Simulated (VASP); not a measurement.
The system is Co.

```
Co
1.0
     2.50188    0.00000    0.00000
    -1.25094    2.16670    0.00000
     0.00000    0.00000    8.17115
Co
4
Direct
  0.00000 0.00000 0.00000
  0.00000 0.00000 0.50000
  0.33333 0.66667 0.25000
  0.66667 0.33333 0.75000
```

```yaml
Program: VASP 6.6.1
Task: relaxation of cell and atoms
Functional: r2SCAN
Potentials_or_basis: VASP PAW PBE potentials, release 64 (Co)
Cutoff: 600 eV
k_mesh: 14 × 14 × 4
Occupations: fermi-dirac, width 0.1 eV
Spin: no spin polarisation
```

At the start: pressure -22.8 GPa; volume 11.07 Å³/atom.

Q: How do energy, volume and symmetry change on relaxing?

A: Over 8 steps the energy falls by 87.1 meV/atom and the volume is 9.97 Å³/atom (-10.0 %); space group P6_3/mmc (No. 194, to 0.05 Å).

The path:
| step | energy change (eV) | largest force (eV/Å) | pressure (GPa) | volume (Å³) |
| --- | --- | --- | --- | --- |
| 1 | 0.0000 | 0.0000 | -22.79 | 44.29 |
| 2 | 0.3398 | 0.0000 | 50.80 | 34.94 |
| 3 | -0.3479 | 0.0000 | -0.90 | 40.01 |
| 4 | -0.3482 | 0.0000 | -0.17 | 39.90 |
| 5 | -0.3482 | 0.0000 | 0.43 | 39.82 |
| 6 | -0.3482 | 0.0000 | -0.53 | 39.95 |
| 7 | -0.3483 | 0.0000 | -0.04 | 39.88 |
| 8 | -0.3483 | 0.0000 | 0.01 | 39.88 |

Final structure:
```yaml
crystal:
  lattice:
    - [2.41771, 0.00000, 0.00000]
    - [-1.20885, 2.09380, 0.00000]
    - [0.00000, 0.00000, 7.87760]
  atoms:
    - { symbol: Co, position: [0.00000, 0.00000, 0.00000] }
    - { symbol: Co, position: [0.00000, 0.00000, 0.50000] }
    - { symbol: Co, position: [0.33333, 0.66667, 0.25000] }
    - { symbol: Co, position: [0.66667, 0.33333, 0.75000] }
```

Caveat: the PAW data sets were made with another functional, which shifts forces and pressure a little; the run has no spin polarisation, though such a crystal can be magnetic.
